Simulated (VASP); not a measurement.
# K (I4_1/amd) in VASP: a series of runs

K is run at these levels: PBE, LDA, RPBE, PBEsol, PBE+D4; tasks: single point.

Program: VASP 6.6.1. These are calculated values, not measurements. Logs are shortened: lines on timing, memory, paths and dates and some standing lists are left out, and cuts for length are marked.

### Step 1. The cell of the first run

Symmetry: I4_1/amd, No. 141, tetragonal system. Conventional cell: a = 4.416 Å, b = 4.416 Å, c = 16.092 Å, α = 90.00°, β = 90.00°, γ = 90.00°. K (site symmetry -4m2) has 8 K at 4.42 to 4.59 Å within 5.8 Å.

### Step 2. Single point, PBE

The input, INCAR:

```
  ALGO = Normal
  EDIFF = 1E-7
  ENCUT = 520
  GGA = PE
  ISIF = 2
  ISMEAR = 0
  LASPH = True
  LCHARG = True
  LELF = True
  LREAL = False
  LVHAR = True
  LWAVE = False
  NBANDS = 16
  NELECT = 20.0
  NELM = 60
  PREC = Accurate
  SIGMA = 0.1
```

The input, KPOINTS:

```
k-points
0
Gamma
  1 1 2
```

The input, POSCAR:

```
K
1.0
   -2.2081090471      2.2081090471      8.0458679461
    2.2081090471     -2.2081090471      8.0458679461
    2.2081090471      2.2081090471     -8.0458679461
K
2
Direct
    0.2500000000      0.7500000000      0.5000000000
    0.5000000000      0.5000000000      0.0000000000
```

Potentials or basis: VASP PAW PBE potentials, release 64 (K_sv).

The run is started by

```bash
cat potpaw_PBE.64/K_sv/POTCAR > POTCAR
mpirun -np 1 vasp_std > vasp.out
```

OUTCAR:

```text
EDIFF = 1E-7
   ENCUT = 520
   GGA = PE
   ISIF = 2
   ISMEAR = 0
   LASPH = True
   LREAL = False
   NELECT = 20.0
   NELM = 60
   PREC = Accurate

 ion  position               nearest neighbor table
   1  0.250  0.750  0.500-
   2  0.500  0.500  0.000-

  LATTYP: Found a body centered tetragonal cell.
 ALAT       =     4.4162180942
 C/A-ratio  =     3.6437819757

  Lattice vectors:

 A1 = (  -2.2081090471,   2.2081090471,   8.0458679461)
 A2 = (   2.2081090471,  -2.2081090471,   8.0458679461)
 A3 = (   2.2081090471,   2.2081090471,  -8.0458679461)

Analysis of symmetry for initial positions (statically):
=====================================================================
 Subroutine PRICEL returns:
 Original cell was already a primitive cell.

 Routine SETGRP: Setting up the symmetry group for a
 body centered tetragonal supercell.

 Subroutine GETGRP returns: Found 16 space group operations
 (whereof  8 operations were pure point group operations)
 out of a pool of 16 trial point group operations.

The static configuration has the point symmetry D_2d.
 The point group associated with its full space group is D_4h.

Analysis of symmetry for dynamics (positions and initial velocities):
=====================================================================
 Subroutine PRICEL returns:
 Original cell was already a primitive cell.

 Routine SETGRP: Setting up the symmetry group for a
 body centered tetragonal supercell.

 Subroutine GETGRP returns: Found 16 space group operations
 (whereof  8 operations were pure point group operations)
 out of a pool of 16 trial point group operations.

The dynamic configuration has the point symmetry D_2d.
 The point group associated with its full space group is D_4h.

 Subroutine INISYM returns: Found 16 space group operations
 (whereof  8 operations are pure point group operations),
 and found     1 'primitive' translations

----------------------------------------------------------------------------------------

                                     Primitive cell

  volume of cell :     156.9184

  direct lattice vectors                    reciprocal lattice vectors
    -2.208109047  2.208109047  8.045867946     0.000000000  0.226438092  0.062143700
     2.208109047 -2.208109047  8.045867946     0.226438092  0.000000000  0.062143700
     2.208109047  2.208109047 -8.045867946     0.226438092  0.226438092  0.000000000

  length of vectors
     8.630613080  8.630613080  8.630613080     0.234810666  0.234810666  0.320231821

  position of ions in fractional coordinates (direct lattice)
     0.250000000  0.750000000  0.500000000
     0.500000000  0.500000000  0.000000000

  ion indices of the primitive-cell ions
   primitive index   ion index
                 1           1
                 2           2

----------------------------------------------------------------------------------------

 KPOINTS: k-points

Automatic generation of k-mesh.
 Grid dimensions read from file:
 generate k-points for:    1    1    2

 Generating k-lattice:

  Cartesian coordinates                     Fractional coordinates (reciprocal lattice)
     0.000000000  0.226438092  0.062143700     1.000000000  0.000000000  0.000000000
     0.226438092  0.000000000  0.062143700     0.000000000  1.000000000  0.000000000
     0.113219046  0.113219046  0.000000000     0.000000000  0.000000000  0.500000000

  Length of vectors
     0.234810666  0.234810666  0.160115911

  Shift w.r.t. Gamma in fractional coordinates (k-lattice)
     0.000000000  0.000000000  0.000000000

 -----------------------------------------------------------------------------
|                                                                             |
|           W    W    AA    RRRRR   N    N  II  N    N   GGGG   !!!           |
|           W    W   A  A   R    R  NN   N  II  NN   N  G    G  !!!           |
|           W    W  A    A  R    R  N N  N  II  N N  N  G       !!!           |
|           W WW W  AAAAAA  RRRRR   N  N N  II  N  N N  G  GGG   !            |
|           WW  WW  A    A  R   R   N   NN  II  N   NN  G    G                |
|           W    W  A    A  R    R  N    N  II  N    N   GGGG   !!!           |
|                                                                             |
|     Your reciprocal lattice and k-lattice belong to different lattice       |
|     classes:                                                                |
|                                                                             |
|        The reciprocal lattice is body-centered tetragonal,                  |
|        whereas your k-lattice is base centered orthorhombic.                |
|                                                                             |
|     Results are often still useful ...                                      |
|                                                                             |
 -----------------------------------------------------------------------------

 WARNING: IBZKPT: internal override: KBLOWUP is changed to .FALSE.
      ... skipping the blow-up phase ...

 Subroutine IBZKPT returns following result:
 ===========================================

 Found      2 irreducible k-points:

 Following reciprocal coordinates:
            Coordinates               Weight
  0.000000  0.000000  0.000000      1.000000
  0.000000  0.000000  0.500000      1.000000
   k-points           NKPTS =      2   k-points in BZ     NKDIM =      2   number of bands    NBANDS=     16
   number of dos      NEDOS =    301   number of ions     NIONS =      2
   total plane-waves  NPLWV = 262144
   dimension x,y,z NGX =    64 NGY =   64 NGZ =   64
   dimension x,y,z NGXF=   128 NGYF=  128 NGZF=  128
   ions per type =               2
   NGX,Y,Z   is equivalent  to a cutoff of  12.33, 12.33, 12.33 a.u.
   NGXF,Y,Z  is equivalent  to a cutoff of  24.66, 24.66, 24.66 a.u.
 SYSTEM =  unknown system
   PREC   = accura    normal or accurate (medium, high low for compatibility)
   ISTART =      0    job   : 0-new  1-cont  2-samecut
   ICHARG =      2    charge: 1-file 2-atom 10-const
   ISPIN  =      1    spin polarized calculation?
   LNONCOLLINEAR =      F non collinear calculations
   LSORBIT =      F    spin-orbit coupling
   LASPH  =      T    aspherical Exc in radial PAW
   ENCUT  =  520.0 eV  38.22 Ry    6.18 a.u.  16.05 16.05 16.05*2*pi/ulx,y,z
   NELM   =     60;   NELMIN=  2; NELMDL= -5     # of ELM steps
   EDIFF  = 0.1E-06   stopping-criterion for ELM
   LREAL  =      F    real-space projection
   EDIFFG = 0.1E-05   stopping-criterion for IOM
   NSW    =      0    number of steps for IOM
   IBRION =     -1    ionic relax: 0-MD 1-quasi-New 2-CG
   NFREE  =      0    steps in history (QN), initial steepest desc. (CG)
   ISIF   =      2    stress and relaxation
   ISYM   =      2    0-nonsym 1-usesym 2-fastsym
   POTIM  = 0.5000    time-step for ionic-motion
   TEBEG  =    0.0;   TEEND  =   0.0 temperature during run
   PSTRESS=    0.0 pullay stress
   NELECT =      20.0000    total number of electrons
   NUPDOWN=      -1.0000    fix difference up-down
   EMIN   =  10.00;   EMAX   =-10.00  energy-range for DOS
   EFERMI =   0.00;   METHOD = LEGACY
   ISMEAR =     0;   SIGMA  =   0.10  broadening in eV -4-tet -1-fermi 0-gaus
   EFERMI_NEDOS =   21; number of points for ismear=-14 and -15
   IALGO  =     38    algorithm
   IMIX   =      4    mixing-type and parameters
     AMIX     =   0.40;   BMIX     =  1.00
     AMIX_MAG =   1.60;   BMIX_MAG =  1.00
  volume/ion in A,a.u.               =      78.46       529.47
  Fermi-wavevector in a.u.,A,eV,Ry     =   0.823873  1.556894  9.235178  0.678766
  Thomas-Fermi vector in A             =   1.935459
   LORBIT       =      0    0 simple, 1 ext, 2 COOP (PROOUT), +10 PAW based schemes
   GGA     = PE    functional components
   LHFCALC =     F    Hartree Fock is set to
   AEXX    =    0.0000 exact exchange contribution
   IVDW    =     0    specifies the selected vdW correction
   LEPSILON=     F    determine dielectric tensor
   LRPA    =     F    only Hartree local field effects (RPA)
 non-spin polarized calculation
 Gauss-broadening in eV      SIGMA  =   0.10
  energy-cutoff  :      520.00
  volume of cell :      156.92
 maximum number of plane-waves:      4240
   NGX = 33   NGY = 33   NGZ = 33

 number of electron      20.0000000 magnetization

 Free energy of the ion-electron system (eV)
  ---------------------------------------------------
  ext. energy  EPLUGINS =         0.00000000
  ---------------------------------------------------
  free energy    TOTEN  =        -1.90820016 eV

  energy without entropy =       -1.85178120  energy(sigma->0) =       -1.87999068

 E-fermi :   0.3083     XC(G=0):  -6.3021

 val. band max:        0.3083236855   @ k =   0.0000   0.0000   0.5000
 cond. band min:       0.8546617130   @ k =   0.0000   0.0000   0.5000
 fundamental gap:      0.5463380275
 Fermi energy:         0.3083236855

 k-point     1 :       0.0000    0.0000    0.0000
  band No.  band energies     occupation
      1     -32.9109      2.00000
      2     -32.9072      2.00000
      3     -16.4657      2.00000
      4     -16.3935      2.00000
      5     -16.3432      2.00000
      6     -16.3432      2.00000
[... 8 lines left out ...]
     15       3.8865      0.00000
     16       3.8899      0.00000

 k-point     2 :       0.0000    0.0000    0.5000
  band No.  band energies     occupation
      1     -32.9031      2.00000
      2     -32.9031      2.00000
      3     -16.4252      2.00000
      4     -16.4252      2.00000
      5     -16.4015      2.00000
      6     -16.4015      2.00000
[... 8 lines left out ...]
     15       1.8599      0.00000
     16       1.8599      0.00000

------------------------ aborting loop because EDIFF is reached ----------------------------------------

  FORCE on cell =-STRESS in cart. coord.  units (eV):
  Direction    XX          YY          ZZ          XY          YZ          ZX
  --------------------------------------------------------------------------------------
  -------------------------------------------------------------------------------------
  Total        1.0124685      1.0124685      8.4308867      0.0000000      0.0000000      0.0000000
  in kB       10.3375628     10.3375628     86.0815160      0.0000000      0.0000000      0.0000000
  external PRESSURE =      35.5855472 kB  Pullay stress =       0.0000000 kB

 VOLUME and BASIS-vectors are now :
 -----------------------------------------------------------------------------
  energy-cutoff  :      520.00
  volume of cell :      156.92
      direct lattice vectors                 reciprocal lattice vectors
    -2.208109047  2.208109047  8.045867946     0.000000000  0.226438092  0.062143700
     2.208109047 -2.208109047  8.045867946     0.226438092  0.000000000  0.062143700
     2.208109047  2.208109047 -8.045867946     0.226438092  0.226438092  0.000000000

 POSITION                                       TOTAL-FORCE (eV/Angst)
 -----------------------------------------------------------------------------------
      2.20811      0.00000      4.02293        -0.000000     -0.000000      0.000000
      0.00000      0.00000      8.04587         0.000000      0.000000     -0.000000
 -----------------------------------------------------------------------------------
    total drift:                                0.000000     -0.000000      0.000000

  FREE ENERGIE OF THE ION-ELECTRON SYSTEM (eV)
  ---------------------------------------------------
  free  energy   TOTEN  =        -1.9082001576 eV

  energy  without entropy=       -1.8517811992  energy(sigma->0) =       -1.87999068
```

Wall time 25 s (1 thread of AMD EPYC 9R45 (Zen 5), shared host); peak memory 0.48 GiB.

What came out:

* Free energy: -1.9082 eV

Caveat: the k points lie up to 1.48 Å⁻¹ apart; the cell carries a net charge on a neutralising background, which shifts energy and pressure; the cell is charged against a uniform background, so pressure and absolute levels hang on convention.

### Step 3. Single point, LDA, collinear spin

The input, INCAR:

```
  PREC = Accurate
  ENCUT = 520
  EDIFF = 1E-7
  ISMEAR = 0
  SIGMA = 0.1
  LREAL = F
  LASPH = T
  NELM = 150
  ALGO = Fast
  ISIF = 2
  LWAVE = F
  LCHARG = F
  ISPIN = 2
  MAGMOM = 0.5 0
  LORBIT = 11
  GGA = CA
  NBANDS = 20
```

The input, KPOINTS:

```
regular mesh
0
Gamma
  2 2 2
```

POSCAR is that of step 2.

Potentials or basis: VASP PAW LDA potentials, release 64 (K_sv).

The run is started by

```bash
cat potpaw_LDA.64/K_sv/POTCAR > POTCAR
mpirun -np 1 vasp_std > vasp.out
```

It took 73 s on 1 thread of AMD EPYC 9R45 (Zen 5), shared host; peak memory 0.39 GiB.

Results (log left out):

```
Free energy                                           : -1.8347 eV
Pressure                                              : -0.2 GPa
Net moment                                            : 0.23 μB per cell
Valence electrons inside the program's atomic spheres : K 7.53
```

Stress tensor (GPa, compression positive):
```
 0.13  0.00  0.00
 0.00  0.13  0.00
 0.00  0.00 -0.81
```

Levels at points of the mesh, in eV from the Fermi level:
Spin up:
| k point | band 5 | band 6 | band 7 | band 8 | band 9 | band 10 | band 11 | band 12 | band 13 | band 14 |
| --- | --- | --- | --- | --- | --- | --- | --- | --- | --- | --- |
| (0.00, 0.00, 0.00) | -15.68 | -15.68 | -15.68 | -15.67 | -2.27 | -0.04 | 0.30 | 2.86 | 2.86 | 3.37 |
| (0.50, 0.00, 0.00) | -15.71 | -15.68 | -15.68 | -15.67 | -0.23 | 0.04 | 0.79 | 1.04 | 2.21 | 3.17 |
| (0.50, 0.50, 0.00) | -15.74 | -15.74 | -15.68 | -15.68 | 1.20 | 1.20 | 1.73 | 1.73 | 2.31 | 2.31 |
| (0.50, 0.50, 0.50) | -15.69 | -15.69 | -15.67 | -15.67 | -1.62 | -1.62 | 2.17 | 2.17 | 2.98 | 2.98 |
Spin down:
```csv
k point,band 6,band 7,band 8,band 9,band 10,band 11,band 12,band 13
"(0.00, 0.00, 0.00)",-15.67,-15.67,-15.66,-2.16,0.09,0.38,2.94,2.95
"(0.50, 0.00, 0.00)",-15.67,-15.67,-15.66,-0.15,0.16,0.89,1.14,2.30
"(0.50, 0.50, 0.00)",-15.73,-15.68,-15.68,1.33,1.33,1.79,1.79,2.40
"(0.50, 0.50, 0.50)",-15.67,-15.66,-15.66,-1.51,-1.51,2.26,2.26,3.08
```

Caveat: the k points lie up to 1.01 Å⁻¹ apart.

### Step 4. Single point, RPBE

The input, INCAR:

```
PREC = Accurate ; ENCUT = 520
EDIFF = 1E-7 ; ISMEAR = 0
SIGMA = 0.1 ; LREAL = False
LASPH = True ; NELM = 60
ALGO = Fast ; ISIF = 2
LWAVE = False ; LCHARG = False
GGA = RP ; NBANDS = 16
```

The input, KPOINTS:

```
Automatic mesh
0
Gamma
  6 6 6
```

POSCAR is that of step 3.

Potentials or basis: VASP PAW PBE potentials, release 64 (K_sv).

The run is started by

```bash
cat potpaw_PBE.64/K_sv/POTCAR > POTCAR
mpirun -np 1 vasp_std > vasp.out
```

OUTCAR:

```text
PREC = Accurate
   ENCUT = 520
   EDIFF = 1E-7
   ISMEAR = 0
   LREAL = False
   LASPH = True
   NELM = 60
   ISIF = 2
   GGA = RP

 ion  position               nearest neighbor table
   1  0.250  0.750  0.500-
   2  0.500  0.500  0.000-

  LATTYP: Found a body centered tetragonal cell.
 ALAT       =     4.4162180942
 C/A-ratio  =     3.6437819757

  Lattice vectors:

 A1 = (  -2.2081090471,   2.2081090471,   8.0458679461)
 A2 = (   2.2081090471,  -2.2081090471,   8.0458679461)
[... 627 lines left out ...]
      3     -15.9583      2.00000
      4     -15.9292      2.00000
      5     -15.9200      2.00000
      6     -15.9131      2.00000
[... 8 lines left out ...]
     15       3.9486      0.00000
     16       4.5883      0.00000

 [... further k-points ...]
[... 5 lines left out ...]
  --------------------------------------------------------------------------------------
  -------------------------------------------------------------------------------------
  Total        0.1772405      0.1772405      0.2391021      0.0000000      0.0000000      0.0000000
  in kB        1.8096705      1.8096705      2.4412942      0.0000000      0.0000000      0.0000000
  external PRESSURE =       2.0202117 kB  Pullay stress =       0.0000000 kB

 VOLUME and BASIS-vectors are now :
 -----------------------------------------------------------------------------
  energy-cutoff  :      520.00
  volume of cell :      156.92
      direct lattice vectors                 reciprocal lattice vectors
    -2.208109047  2.208109047  8.045867946     0.000000000  0.226438092  0.062143700
     2.208109047 -2.208109047  8.045867946     0.226438092  0.000000000  0.062143700
     2.208109047  2.208109047 -8.045867946     0.226438092  0.226438092  0.000000000

 POSITION                                       TOTAL-FORCE (eV/Angst)
 -----------------------------------------------------------------------------------
      2.20811      0.00000      4.02293        -0.000000     -0.000000      0.000000
      0.00000      0.00000      8.04587         0.000000      0.000000     -0.000000
 -----------------------------------------------------------------------------------
    total drift:                                0.000000     -0.000000      0.000000

  FREE ENERGIE OF THE ION-ELECTRON SYSTEM (eV)
  ---------------------------------------------------
  free  energy   TOTEN  =        -1.7448710117 eV

  energy  without entropy=       -1.7367423652  energy(sigma->0) =       -1.74080669
```

OSZICAR:

```text
N       E                     dE             d eps       ncg     rms          rms(c)
DAV:   1     0.112429771339E+03    0.11243E+03   -0.75996E+03   960   0.883E+02
DAV:   2     0.677194014025E+01   -0.10566E+03   -0.10347E+03  1176   0.257E+02
DAV:   3    -0.133035167982E+01   -0.81023E+01   -0.80853E+01  1784   0.516E+01
DAV:   4    -0.173086911077E+01   -0.40052E+00   -0.40034E+00  1400   0.852E+00
DAV:   5    -0.173666877701E+01   -0.57997E-02   -0.57994E-02  1608   0.887E-01    0.213E+00
RMM:   6    -0.174135854183E+01   -0.46898E-02   -0.23963E-03   990   0.348E-01    0.130E+00
RMM:   7    -0.174458041580E+01   -0.32219E-02   -0.58210E-03  1051   0.564E-01    0.724E-02
RMM:   8    -0.174484254964E+01   -0.26213E-03   -0.56945E-04  1311   0.243E-01    0.226E-02
RMM:   9    -0.174486547387E+01   -0.22924E-04   -0.13840E-04  1459   0.773E-02    0.133E-02
RMM:  10    -0.174486894880E+01   -0.34749E-05   -0.29403E-05  1647   0.305E-02    0.773E-03
RMM:  11    -0.174487139156E+01   -0.24428E-05   -0.48274E-06  1513   0.143E-02    0.932E-03
RMM:  12    -0.174487070662E+01    0.68494E-06   -0.30718E-06  1615   0.808E-03    0.103E-03
RMM:  13    -0.174487095980E+01   -0.25317E-06   -0.11121E-06  1471   0.517E-03    0.617E-04
RMM:  14    -0.174487101168E+01   -0.51887E-07   -0.64393E-07  1349   0.373E-03
   1 F= -.17448710E+01 E0= -.17408067E+01  d E =-.812865E-02
```

stdout:

```text
POSCAR found type information on POSCAR K
 POSCAR found :  1 types and       2 ions
 scaLAPACK will be used
 -----------------------------------------------------------------------------
|                                                                             |
|                                                                             |
|     You enforced a specific xc type in the INCAR file but a different       |
|     I HOPE YOU KNOW WHAT YOU ARE DOING!                                     |
|                                                                             |
 -----------------------------------------------------------------------------

 LDA part: xc-table for (Slater+PW92), standard interpolation
 POSCAR, INCAR and KPOINTS ok, starting setup
 FFT: planning ... GRIDC
 FFT: planning ... GRID_SOFT
 FFT: planning ... GRID
 WAVECAR not read
 entering main loop
```

Wall time 2.7 min (1 thread of AMD EPYC 9R45 (Zen 5), shared host); peak memory 0.52 GiB.

Results:

* Free energy: -1.7449 eV
* Pressure: 0.2 GPa
* Band gap on the k mesh: zero (band 9 reaches 1.19 eV, above the bottom of band 10 at -1.53 eV)

Caveat: the PAW data sets were made with another functional, which shifts forces and pressure a little.

(Continued in part 2 of 2.)
